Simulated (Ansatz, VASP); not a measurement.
## SbPb in VASP and in Ansatz

The input INCAR:

```
ALGO = Fast ; EDIFF = 1E-6
ENCUT = 520 ; ISIF = 2
ISMEAR = 0 ; LASPH = True
LCHARG = False ; LREAL = False
LWAVE = False ; NBANDS = 16
NELM = 80 ; PREC = Accurate
SIGMA = 0.15
```

File KPOINTS:

```
k-points
0
Gamma
  14 14 14
```

File POSCAR:

```
SbPb
1.0
    0.0000000000      3.1276363045      3.2123952484
    3.1276363045      0.0000000000      3.2123952484
    3.1276363045      3.1276363045      0.0000000000
Sb Pb
1 1
Direct
    0.5000000000      0.5000000000      0.5000000000
    0.0000000000      0.0000000000      0.0000000000
```

Input for Ansatz:

```yaml
crystal:
  lattice:
    - [0.0, 3.1276363045, 3.2123952484]
    - [3.1276363045, 0.0, 3.2123952484]
    - [3.1276363045, 3.1276363045, 0.0]
  atoms:
    - { symbol: Sb, position: [0.5, 0.5, 0.5] }
    - { symbol: Pb, position: [0.0, 0.0, 0.0] }
basis:
  ecutwfc: 420
kpoints:
  mp_grid: { grid: [14, 14, 14] }
hamiltonian:
  xc: lda
scf:
  occupations: { method: gaussian, width: 0.15 }
output:
  forces: true
  stress: true
  eigenvalues: true
```

Alike in both runs: task single point; functional LDA; k mesh 14 × 14 × 14; occupations gaussian, width 0.15 eV; no spin polarisation.

|  | VASP | Ansatz |
| --- | --- | --- |
| version | VASP 6.6.1 | Ansatz 0.2.0 |
| potentials or method | VASP PAW LDA potentials, release 64 (Sb, Pb_d), cutoff 520 eV | scalar-relativistic, plane waves, PAW |
| valence electrons in the cell | 19 | 29 |

Ansatz gave:

| Item | Value |
| --- | --- |
| gap on the k mesh at the Fermi level (eV) | none |
| pressure (GPa) | -2.5 |
| traceless stress, the component that is largest in VASP (GPa) | -1.42 |

**Question.** Estimate VASP's values.

**Answer.** gap on the k mesh at the Fermi level (eV): none; pressure (GPa): -2.4; traceless stress, the component that is largest in VASP (GPa): -1.44.

LDA's correlation is that of Perdew and Zunger in VASP and of Perdew and Wang (1992) in Ansatz. A gap of «none» marks a metal or a gap that the smearing closes. VASP's potentials hold 19 valence electrons a cell and Ansatz's 29, so a difference there can come from the potentials and not from the codes.

Neither program's run includes spin-orbit coupling.
